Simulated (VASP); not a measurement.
# TlRu (P6/mmm) in VASP: further runs

Runs on TlRu. Level: LDA. Tasks: single point.

Everything below comes from runs of VASP 6.6.1. Logs are shortened: lines on timing, memory, paths and dates and some standing lists are left out, and cuts for length are marked.

## Step 1: The cell of the first run

It takes space group P6/mmm (No. 191, hexagonal). Conventional cell: a = 3.547 Å, b = 3.547 Å, c = 4.937 Å, α = 90.00°, β = 90.00°, γ = 120.00°. Within 3.3 Å of Tl (site symmetry 6/mmm) lie 2 Ru at 2.47 Å. Ru (site symmetry 6/mmm) has 2 Tl at 2.47 Å within 3.3 Å.

## Step 2: Single point, LDA, non-collinear spin, zero start, spin-orbit coupling

INCAR reads:

```
  ALGO = Normal
  EDIFF = 1E-6
  ENCUT = 520
  GGA = CA
  GGA_COMPAT = False
  ISIF = 2
  ISMEAR = 1
  LASPH = True
  LCHARG = False
  LMAXMIX = 4
  LORBIT = 11
  LORBMOM = True
  LREAL = False
  LSORBIT = True
  LWAVE = False
  MAGMOM = 0 0 0 0 0 0
  NBANDS = 39
  NELM = 150
  PREC = Accurate
  SIGMA = 0.05
```

KPOINTS reads:

```
k-points
0
Gamma
  8 8 5
```

POSCAR reads:

```
TlRu
1.0
    3.5471462100      0.0000000000      0.0000000000
   -1.7735731100      3.0719187300      0.0000000000
    0.0000000000      0.0000000000      4.9370145800
Tl Ru
1 1
Direct
    0.0000000000      0.0000000000      0.0000000000
    0.0000000000      0.0000000000      0.5000000000
```

Potentials or basis: VASP PAW LDA potentials, release 64 (Tl_d, Ru_pv).

On the command line:

```bash
$ cat potpaw_LDA.64/Tl_d/POTCAR potpaw_LDA.64/Ru_pv/POTCAR > POTCAR
$ mpirun -np 1 vasp_ncl > vasp.out
```

OUTCAR:

```text
EDIFF = 1E-6
   ENCUT = 520
   GGA = CA
   ISIF = 2
   ISMEAR = 1
   LASPH = True
   LORBIT = 11
   LREAL = False
   LSORBIT = True
   NELM = 150
   PREC = Accurate

 ion  position               nearest neighbor table
   1  0.000  0.000  0.000-   2 2.47   2 2.47
   2  0.000  0.000  0.500-   1 2.47   1 2.47

  LATTYP: Found a hexagonal cell.
 ALAT       =     3.5471462100
 C/A-ratio  =     1.3918272007

  Lattice vectors:

 A1 = (   3.5471462100,   0.0000000000,   0.0000000000)
 A2 = (  -1.7735731100,   3.0719187300,   0.0000000000)
 A3 = (   0.0000000000,   0.0000000000,   4.9370145800)

Analysis of symmetry for initial positions (statically):
=====================================================================
 Subroutine PRICEL returns:
 Original cell was already a primitive cell.

 Routine SETGRP: Setting up the symmetry group for a
 hexagonal supercell.

 Subroutine GETGRP returns: Found 24 space group operations
 (whereof 24 operations were pure point group operations)
 out of a pool of 24 trial point group operations.

The static configuration has the point symmetry D_6h.

Analysis of symmetry for dynamics (positions and initial velocities):
=====================================================================
 Subroutine PRICEL returns:
 Original cell was already a primitive cell.

 Routine SETGRP: Setting up the symmetry group for a
 hexagonal supercell.

 Subroutine GETGRP returns: Found 24 space group operations
 (whereof 24 operations were pure point group operations)
 out of a pool of 24 trial point group operations.

The dynamic configuration has the point symmetry D_6h.

Analysis of structural, dynamic, and magnetic symmetry:
=====================================================================
 Subroutine PRICEL returns:
 Original cell was already a primitive cell.

 Routine SETGRP: Setting up the symmetry group for a
 hexagonal supercell.

 Subroutine GETGRP returns: Found 24 space group operations
 (whereof 24 operations were pure point group operations)
 out of a pool of 24 trial point group operations.

The overall configuration has the point symmetry D_6h.

 Subroutine INISYM returns: Found 24 space group operations
 (whereof 24 operations are pure point group operations),
 and found     1 'primitive' translations

----------------------------------------------------------------------------------------

                                     Primitive cell

  volume of cell :      53.7964

  direct lattice vectors                    reciprocal lattice vectors
     3.547146210  0.000000000  0.000000000     0.281916769  0.162764723  0.000000000
    -1.773573110  3.071918730  0.000000000     0.000000000  0.325529445  0.000000000
     0.000000000  0.000000000  4.937014580     0.000000000  0.000000000  0.202551559

  length of vectors
     3.547146210  3.547146214  4.937014580     0.325529446  0.325529445  0.202551559

  position of ions in fractional coordinates (direct lattice)
     0.000000000  0.000000000  0.000000000
     0.000000000  0.000000000  0.500000000

  ion indices of the primitive-cell ions
   primitive index   ion index
                 1           1
                 2           2

----------------------------------------------------------------------------------------

 KPOINTS: k-points

Automatic generation of k-mesh.
 Grid dimensions read from file:
 generate k-points for:    8    8    5

 Generating k-lattice:

  Cartesian coordinates                     Fractional coordinates (reciprocal lattice)
     0.035239596  0.020345590  0.000000000     0.125000000 -0.000000000  0.000000000
     0.000000000  0.040691181  0.000000000     0.000000000  0.125000000  0.000000000
     0.000000000  0.000000000  0.040510312     0.000000000  0.000000000  0.200000000

  Length of vectors
     0.040691181  0.040691181  0.040510312
[... 95 lines left out ...]

 number of electron      26.9999996 magnetization       0.0000000      0.0000000     -0.0000000

 number of electron      26.9999996 magnetization      -0.0000000     -0.0000000     -0.0000000

 Free energy of the ion-electron system (eV)
  ---------------------------------------------------
  ext. energy  EPLUGINS =         0.00000000
  ---------------------------------------------------
  free energy    TOTEN  =        -9.91047033 eV

  energy without entropy =       -9.91050427  energy(sigma->0) =       -9.91048164

 E-fermi :   4.8570     XC(G=0): -10.5085

 val. band max:        4.8504735094   @ k =   0.2500  -0.0000   0.4000
 cond. band min:       4.8571340204   @ k =   0.1250  -0.0000   0.2000
 fundamental gap:      0.0066605110
 Fermi energy:         4.8570189016

 k-point     1 :       0.0000    0.0000    0.0000
  band No.  band energies     occupation
      1     -38.8275      1.00000
      2     -38.8275      1.00000
      3     -35.5535      1.00000
      4     -35.5535      1.00000
      5     -35.4731      1.00000
      6     -35.4731      1.00000
[... 997 lines left out ...]
     38      14.5408      0.00000
     39      15.5315      0.00000

 [... further k-points ...]

------------------------ aborting loop because EDIFF is reached ----------------------------------------

  FORCE on cell =-STRESS in cart. coord.  units (eV):
  Direction    XX          YY          ZZ          XY          YZ          ZX
  --------------------------------------------------------------------------------------
  -------------------------------------------------------------------------------------
  Total       -5.6099329     -5.6099329      5.0970613      0.0000000      0.0000000      0.0000000
  in kB     -167.0763677   -167.0763679    151.8019041      0.0000003      0.0000000      0.0000000
  external PRESSURE =     -60.7836105 kB  Pullay stress =       0.0000000 kB

 VOLUME and BASIS-vectors are now :
 -----------------------------------------------------------------------------
  energy-cutoff  :      520.00
  volume of cell :       53.80
      direct lattice vectors                 reciprocal lattice vectors
     3.547146210  0.000000000  0.000000000     0.281916769  0.162764723  0.000000000
    -1.773573110  3.071918730  0.000000000     0.000000000  0.325529445  0.000000000
     0.000000000  0.000000000  4.937014580     0.000000000  0.000000000  0.202551559

 POSITION                                       TOTAL-FORCE (eV/Angst)
 -----------------------------------------------------------------------------------
      0.00000      0.00000      0.00000        -0.000000      0.000000      0.000000
      0.00000      0.00000      2.46851         0.000000      0.000000      0.000000
 -----------------------------------------------------------------------------------
    total drift:                               -0.000000     -0.000000      0.000000

  FREE ENERGIE OF THE ION-ELECTRON SYSTEM (eV)
  ---------------------------------------------------
  free  energy   TOTEN  =        -9.9104703276 eV

  energy  without entropy=       -9.9105042706  energy(sigma->0) =       -9.91048164

 orbital moment (x)

 # of ion     p       d       tot
 ----------------------------------------
  1        -0.000  -0.000  -0.000
  2        -0.000   0.000   0.000
 ----------------------------------------
           -0.000   0.000   0.000

 orbital moment (y)

 # of ion     p       d       tot
 ----------------------------------------
  1         0.000   0.000   0.000
  2         0.000  -0.000  -0.000
 ----------------------------------------
            0.000   0.000   0.000

 orbital moment (z)

 # of ion     p       d       tot
 ----------------------------------------
  1         0.000   0.000   0.000
  2         0.000   0.000   0.000
 ----------------------------------------
            0.000   0.000   0.000

 Spin-Orbit-Coupling matrix elements

 Ion:    1  E_soc:     -0.6723488
 l=   1
     0.0000000    -0.0667564    -0.0482903
    -0.0667564     0.0000000    -0.0667564
    -0.0482903    -0.0667564     0.0000000
 l=   2
     0.0000000    -0.0101377     0.0000000    -0.0101377    -0.0400861
    -0.0101377     0.0000000    -0.0314352    -0.0108639    -0.0101377
     0.0000000    -0.0314352     0.0000000    -0.0314352     0.0000000
    -0.0101377    -0.0108639    -0.0314352     0.0000000    -0.0101377
    -0.0400861    -0.0101377     0.0000000    -0.0101377     0.0000000
 l=   3
     0.0000000     0.0000000     0.0000000     0.0000000     0.0000000     0.0000000     0.0000000
     0.0000000     0.0000000     0.0000000     0.0000000     0.0000000     0.0000000     0.0000000
     0.0000000     0.0000000     0.0000000     0.0000000     0.0000000     0.0000000     0.0000000
     0.0000000     0.0000000     0.0000000     0.0000000     0.0000000     0.0000000     0.0000000
     0.0000000     0.0000000     0.0000000     0.0000000     0.0000000     0.0000000     0.0000000
     0.0000000     0.0000000     0.0000000     0.0000000     0.0000000     0.0000000     0.0000000
     0.0000000     0.0000000     0.0000000     0.0000000     0.0000000     0.0000000     0.0000000

 Ion:    2  E_soc:     -0.3254090
 l=   1
     0.0000000    -0.0363022    -0.0384454
    -0.0363022     0.0000000    -0.0363022
    -0.0384454    -0.0363022     0.0000000
 l=   2
     0.0000000    -0.0049532     0.0000000    -0.0049532    -0.0140057
    -0.0049532     0.0000000    -0.0072080    -0.0034200    -0.0049532
     0.0000000    -0.0072080     0.0000000    -0.0072080     0.0000000
    -0.0049532    -0.0034200    -0.0072080     0.0000000    -0.0049532
    -0.0140057    -0.0049532     0.0000000    -0.0049532     0.0000000
 l=   3
     0.0000000     0.0000000     0.0000000     0.0000000     0.0000000     0.0000000     0.0000000
     0.0000000     0.0000000     0.0000000     0.0000000     0.0000000     0.0000000     0.0000000
     0.0000000     0.0000000     0.0000000     0.0000000     0.0000000     0.0000000     0.0000000
     0.0000000     0.0000000     0.0000000     0.0000000     0.0000000     0.0000000     0.0000000
     0.0000000     0.0000000     0.0000000     0.0000000     0.0000000     0.0000000     0.0000000
     0.0000000     0.0000000     0.0000000     0.0000000     0.0000000     0.0000000     0.0000000
     0.0000000     0.0000000     0.0000000     0.0000000     0.0000000     0.0000000     0.0000000

 total charge

# of ion       s       p       d       tot
------------------------------------------
    1        1.165   0.533   9.666  11.364
    2        0.267   6.082   6.067  12.416
--------------------------------------------------
tot          1.432   6.614  15.734  23.780

 magnetization (x)

# of ion       s       p       d       tot
------------------------------------------
    1        0.000   0.000   0.000   0.000
    2        0.000   0.000  -0.000  -0.000
--------------------------------------------------
tot          0.000   0.000  -0.000   0.000

 magnetization (y)

# of ion       s       p       d       tot
------------------------------------------
    1        0.000   0.000   0.000   0.000
    2        0.000   0.000   0.000   0.000
--------------------------------------------------
tot          0.000   0.000   0.000   0.000

 magnetization (z)

# of ion       s       p       d       tot
------------------------------------------
    1       -0.000   0.000   0.000  -0.000
    2       -0.000  -0.000   0.000  -0.000
--------------------------------------------------
tot         -0.000  -0.000   0.000  -0.000
```

Wall time 2 min (1 thread of Intel Xeon Platinum 8488C (Sapphire Rapids), shared host); peak memory 0.3 GiB.

Results:

```yaml
Free_energy: -9.9105 eV
Pressure: -6.1 GPa
Net_moment: 0.00 μB per cell
Valence_electrons_inside_the_program's_atomic_spheres: Tl 11.36; Ru 12.42
```

Moments on the atoms (μB; x, y, z):
```
Tl  0.00 0.00 0.00
Ru  0.00 0.00 0.00
```

Caveat: the stress differs along the axes, from -17 to 15 GPa.

## Step 3: Single point, LDA, non-collinear spin, zero start, spin-orbit coupling

INCAR reads:

```
SYSTEM = TlRu
PREC = Accurate
ENCUT = 520
EDIFF = 1E-6
ISMEAR = 1
SIGMA = 0.05
LREAL = .FALSE.
LASPH = .TRUE.
NELM = 150
ALGO = Normal
ISIF = 2
LWAVE = .FALSE.
LCHARG = .FALSE.
MAGMOM = 0 0 0 0 0 0
LORBIT = 11
LSORBIT = .TRUE.
GGA_COMPAT = .FALSE.
LORBMOM = .TRUE.
LMAXMIX = 4
GGA = CA
NBANDS = 39
```

KPOINTS reads:

```
regular mesh
0
G
  10 10 6
  0 0 0
```

POSCAR is that of step 2.

Potentials or basis: VASP PAW LDA potentials, release 64 (Tl_d, Ru_pv).

On the command line:

```bash
$ cat potpaw_LDA.64/Tl_d/POTCAR potpaw_LDA.64/Ru_pv/POTCAR > POTCAR
$ mpirun -np 1 vasp_ncl > vasp.out
```

Wall time 3.2 min (1 thread of Intel Xeon Platinum 8488C (Sapphire Rapids), shared host); peak memory 0.36 GiB.

It converged, with:

| Item | Value |
| --- | --- |
| Free energy | -9.9840 eV |
| Pressure | -6.1 GPa |
| Net moment | 0.00 μB per cell |
| Valence electrons inside the program's atomic spheres | Tl 11.37; Ru 12.40 |

Stress tensor (GPa, compression positive):
```
-16.77   0.00   0.00
  0.00 -16.77   0.00
  0.00   0.00  15.38
```

Moments on the atoms (μB; x, y, z):
```
Tl  0.00 0.00 0.00
Ru  0.00 0.00 0.00
```

Caveat: the stress differs along the axes, from -17 to 15 GPa.
